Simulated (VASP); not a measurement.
Runs of VASP 6.6.1 on NaH. The structure is that of space group Fm-3m (No. 225), or close to it. The cells are those of the table. 

```tsv
task	cell	cutoff (eV)	ions in elastic constants	gap on the mesh (eV)	pressure (GPa)
single point	a = 3.308 Å, angles 60.0°, 2 atoms	520	-	3.72	2.0
relaxation of cell and atoms	relaxed to 4 GPa from a = 3.388 Å, angles 60.0°, 2 atoms	600	-	3.81	4.0
single point	a = 3.245 Å, angles 60.0°, 2 atoms	520	-	3.81	4.0
single point	a = 3.110 Å, angles 60.0°, 2 atoms	520	-	4.03	10.0
single point	a = 3.169 Å, angles 60.0°, 2 atoms	520	-	(a)	7.0
relaxation of cell and atoms	relaxed to 10 GPa from a = 3.388 Å, angles 60.0°, 2 atoms	600	-	4.03	10.0
relaxation of cell and atoms	relaxed to 1 GPa from a = 3.388 Å, angles 60.0°, 2 atoms	600	-	3.66	1.0
relaxation of cell and atoms	relaxed to 2 GPa from a = 3.388 Å, angles 60.0°, 2 atoms	600	-	3.72	2.0
```

Alike in all rows: level PBEsol; potentials or basis VASP PAW PBE potentials, release 64 (Na_pv, H); no spin polarisation; k mesh 8 × 8 × 8; smearing gaussian 0.01 eV.

Fill in the values left out.

(a) 3.93.

Caveats: the PAW data sets were made with another functional, which shifts forces and pressure a little; the cell is relaxed towards a set pressure, so the enthalpy falls and the energy may rise (some runs).

A k mesh can miss the band edges.
